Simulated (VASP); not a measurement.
Here is a VASP 6.6.1 calculation.

File INCAR:

```
SYSTEM = CoSn3
  ALGO = Normal
  EDIFF = 1E-6
  ENCUT = 520
  GGA = PE
  ISIF = 2
  ISMEAR = 0
  ISPIN = 2
  LASPH = .TRUE.
  LCHARG = .FALSE.
  LMAXMIX = 4
  LORBIT = 11
  LREAL = .FALSE.
  LWAVE = .FALSE.
  MAGMOM = 0 0 0 1.46
  NBANDS = 38
  NELM = 150
  PREC = Accurate
  SIGMA = 0.1
```

Contents of KPOINTS:

```
k-points
0
G
  6 6 6
  0 0 0
```

POSCAR

```
CoSn3
1.0
    4.4875722022      0.0000000000      0.0000000000
    0.0000000000      4.4875722022      0.0000000000
    0.0000000000      0.0000000000      4.4875722022
Sn Co
3 1
Direct
    0.0000000000      0.5000000000      0.5000000000
    0.5000000000      0.0000000000      0.5000000000
    0.5000000000      0.5000000000      0.0000000000
    0.0000000000      0.0000000000      0.0000000000
```

Potentials or basis: VASP PAW PBE potentials, release 64 (Sn_d, Co).

Launch:

```sh
$ cat potpaw_PBE.64/Sn_d/POTCAR potpaw_PBE.64/Co/POTCAR > POTCAR
$ mpirun -np 1 vasp_std > vasp.out
```

(1) What does it give for the net moment?

(2) Predict the site moments.

(3) Predict the pressure.

## Answers

(1) 1.60 μB per cell.

(2) Sn +0.01; Co +1.60 μB.

(3) 0.3 GPa.
